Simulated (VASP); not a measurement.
A run of VASP 6.6.1 is set up as follows.

File INCAR:

```
SYSTEM = ScAl2
ALGO = Fast
EDIFF = 1E-6
ENCUT = 520
GGA = PS
ISIF = 2
ISMEAR = 0
LASPH = .True.
LCHARG = .False.
LREAL = .False.
LWAVE = .False.
NBANDS = 26
NELM = 80
PREC = Accurate
SIGMA = 0.1
```

KPOINTS

```
k-points
0
Gamma
  10 10 10
  0 0 0
```

POSCAR

```
ScAl2
1.0
    0.0000000000      3.5363805588      3.5363805588
    3.5363805588      0.0000000000      3.5363805588
    3.5363805588      3.5363805588      0.0000000000
Sc Al
2 4
Direct
    0.5000000000      0.5000000000      0.5000000000
    0.7500000000      0.7500000000      0.7500000000
    0.1250000000      0.1250000000      0.1250000000
    0.6250000000      0.1250000000      0.1250000000
    0.1250000000      0.6250000000      0.1250000000
    0.1250000000      0.1250000000      0.6250000000
```

Potentials or basis: VASP PAW PBE potentials, release 64 (Sc_sv, Al).

The run is started by

```sh
$ cat potpaw_PBE.64/Sc_sv/POTCAR potpaw_PBE.64/Al/POTCAR > POTCAR
$ mpirun -np 1 vasp_std > vasp.out
```

Problem. Estimate the band gap on the k mesh.

Solution. Zero (bands 17 and 18 overlap by 2.79 eV).

Problem. Estimate the pressure.

Solution. 25.2 GPa.

Caveat: the cell stands under pressure; the PAW data sets were made with another functional, which shifts forces and pressure a little.
